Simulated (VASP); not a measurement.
A run of VASP 6.6.1 is set up as follows.

POSCAR

```
RuRh
1.0
    2.7094150000      0.0000000000      0.0000000000
   -1.3547080000      2.3464220000      0.0000000000
    0.0000000000      0.0000000000      4.2983680000
Ru Rh
1 1
Direct
    0.0000000000      0.0000000000      0.5000000000
    0.6666666667      0.3333333333      0.0000000000
```

INCAR.step1

```
SYSTEM = RuRh
PREC = Accurate ; ENCUT = 520
ISMEAR = 1 ; SIGMA = 0.1
LREAL = .False. ; LASPH = .True.
NELM = 60 ; NBANDS = 22
GGA = PE ; ALGO = Normal
EDIFF = 1E-4 ; LWAVE = .True.
LCHARG = .False.
```

File INCAR.step2:

```
SYSTEM = RuRh
PREC = Accurate ; ENCUT = 520
EDIFF = 1E-7 ; ISMEAR = 1
SIGMA = 0.1 ; LREAL = .False.
LASPH = .True. ; NELM = 60
ALGO = Normal ; ISIF = 2
LWAVE = .False. ; LCHARG = .False.
METAGGA = R2SCAN ; LMIXTAU = .True.
NBANDS = 22 ; ISTART = 1
```

The input KPOINTS:

```
Automatic mesh
0
Gamma
  3 3 2
  0 0 0
```

Potentials or basis: VASP PAW PBE potentials, release 64 (Ru_pv, Rh_pv).

Launch:

```bash
$ cat potpaw_PBE.64/Ru_pv/POTCAR potpaw_PBE.64/Rh_pv/POTCAR > POTCAR
$ cp INCAR.step1 INCAR
$ mpirun -np 1 vasp_std > vasp.out
$ cp INCAR.step2 INCAR
$ mpirun -np 1 vasp_std > vasp.out
```

**Question.** What does it give for the pressure?

**Answer.** 10.5 GPa.

Stress tensor (GPa, compression positive):
```
 24.43   0.00   0.00
  0.00  24.43   0.00
  0.00   0.00 -17.49
```

Caveat: the k points lie up to 0.89 Å⁻¹ apart; the PAW data sets were made with another functional, which shifts forces and pressure a little.
